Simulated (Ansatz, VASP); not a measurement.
# TiC: VASP beside Ansatz

```xyz
2
Lattice="0.0000 2.2289 2.2289 2.2289 0.0000 2.2289 2.2289 2.2289 0.0000" Properties=species:S:1:pos:R:3 pbc="T T T"
Ti    0.0000    0.0000    0.0000
C     2.2289    2.2289    2.2289
```

Change from the starting cell: strain +0.030 along x and y, +0.030 along z, atoms carried along.

Alike in both runs: task single point; functional PBEsol; k mesh 18 × 18 × 18; occupations gaussian, width 0.15 eV; no spin polarisation.

```csv
,VASP,Ansatz
version,VASP 6.6.1,Ansatz 0.2.0
potentials or method,"VASP PAW PBE potentials, release 64 (Ti_sv, C), cutoff 520 eV","scalar-relativistic, plane waves, PAW"
valence electrons in the cell,16,16
```

VASP gave:

| Item | Value |
| --- | --- |
| gap on the k mesh at the Fermi level (eV) | none |
| pressure (GPa) | -23.7 |

Task: Which values does Ansatz return?

Result: gap on the k mesh at the Fermi level (eV): none; pressure (GPa): -24.0.

VASP's potentials were made for PBE, not for PBEsol. A gap of «none» marks a metal or a gap that the smearing closes. The functional is the same, so the differences come from potentials, cutoffs and numerics.
